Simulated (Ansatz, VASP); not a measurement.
# N: VASP beside Ansatz

```xyz
2
Lattice="3.6290 0.0000 0.0000 -1.8145 3.1428 0.0000 0.0000 0.0000 5.8900" Properties=species:S:1:pos:R:3 pbc="T T T"
N    -0.6000    1.4952    1.4725
N     1.8145    1.0476    4.4175
```

Alike in both runs: task single point; functional r2SCAN; k mesh 6 × 6 × 4; occupations gaussian, width 0.05 eV; collinear spin.

|  | VASP | Ansatz |
| --- | --- | --- |
| version | VASP 6.6.1 | Ansatz 0.2.0 |
| potentials or method | VASP PAW PBE potentials, release 64 (N), cutoff 520 eV | scalar-relativistic, plane waves, PAW |
| valence electrons in the cell | 10 | 10 |

```tsv
	VASP	Ansatz	Ansatz less VASP
gap on the k mesh at the Fermi level (eV)	3.70	3.70	-0.002
least direct gap on the mesh (eV)	3.70	3.70	-0.002
pressure (GPa)	0.3	0.5	+0.15
traceless stress, the component that is largest in VASP (GPa)	0.36	0.36	+0.002
rms of the force components (eV/Å)	0.032	0.032	-0.0001
net moment per atom (μB)	3.00	3.00	0.000
size of the moment on the site where the two differ most (μB)	1.99	2.83	+0.843
```

VASP's potentials were made for PBE, not for r2SCAN. Site moments also hang on the region over which each program counts them. Atom by atom the forces differ by 0.000 eV/Å (rms over components). Ansatz's warnings: stability check not made.
